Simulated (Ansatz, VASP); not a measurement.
Given: the input of a run of Ansatz 0.2.0 on HfGe.

The input input.yaml:

```yaml
crystal:
  lattice:
    - [3.50083787, 0.0, 0.0]
    - [0.0, 3.50083787, 0.0]
    - [0.0, 0.0, 3.50083787]
  atoms:
    - { symbol: Hf, position: [0.0, 0.0, 0.0] }
    - { symbol: Ge, position: [0.5, 0.5, 0.5] }
hamiltonian:
  xc: pbe
  pseudopotentials: { kind: paw }
kpoints:
  mp_grid: { grid: [8, 8, 8] }
scf:
  occupations: { method: fermi_dirac, width: 0.05 }
output:
  forces: true
  stress: true
  eigenvalues: true
relax:
  f_tol: 0.01
  max_steps: 40
  cell: { stress_tol: 0.05 }
```

Potentials or basis: Ansatz PAW.

The run is started by

```sh
$ ansatz run input.yaml --threads 2 --pin off --max-ram 5632MiB --backend cpu --events-out ev --progress --plain --runs-dir out
```

Problem. Translate it to VASP 6.6.1. Potentials there: VASP PAW PBE potentials, release 64 (Hf_pv, Ge_d).

Solution. As run (the cutoff follows the program's own potentials):

The input INCAR:

```
PREC = Accurate
ENCUT = 600
EDIFF = 1E-6
ISMEAR = -1
SIGMA = 0.05
LREAL = F
LASPH = T
NELM = 100
ALGO = Normal
ISIF = 3
LWAVE = F
LCHARG = F
GGA = PE
IBRION = 2
NSW = 60
EDIFFG = -0.01
```

Contents of KPOINTS:

```
regular mesh
0
Gamma
  8 8 8
```

Contents of POSCAR:

```
HfGe
1.0
    3.5008378700      0.0000000000      0.0000000000
    0.0000000000      3.5008378700      0.0000000000
    0.0000000000      0.0000000000      3.5008378700
Hf Ge
1 1
Direct
    0.0000000000      0.0000000000      0.0000000000
    0.5000000000      0.5000000000      0.5000000000
```

Potentials or basis: VASP PAW PBE potentials, release 64 (Hf_pv, Ge_d).

Command:

```console
$ cat potpaw_PBE.64/Hf_pv/POTCAR potpaw_PBE.64/Ge_d/POTCAR > POTCAR
$ mpirun -np 1 vasp_std > vasp.out
```

Both were run:

|  | VASP | Ansatz | Ansatz less VASP |
| --- | --- | --- | --- |
| gap on the k mesh at the Fermi level, each at its own relaxed structure (eV) | none | none | - |
| relaxed volume (Å³/atom) | 18.75 | 18.83 | +0.082 |
| relaxed cell length with the largest relative difference (Å) | 3.347 | 3.352 | +0.0049 |

A gap of «none» marks a metal or a gap that the smearing closes. VASP's potentials hold 24 valence electrons a cell and Ansatz's 40, so a difference there can come from the potentials and not from the codes.

Neither program's run includes spin-orbit coupling. Noted on Ansatz's run: the plane-wave basis is chosen anew once the cell has moved, so the energies of steps on either side of that aren't comparable.
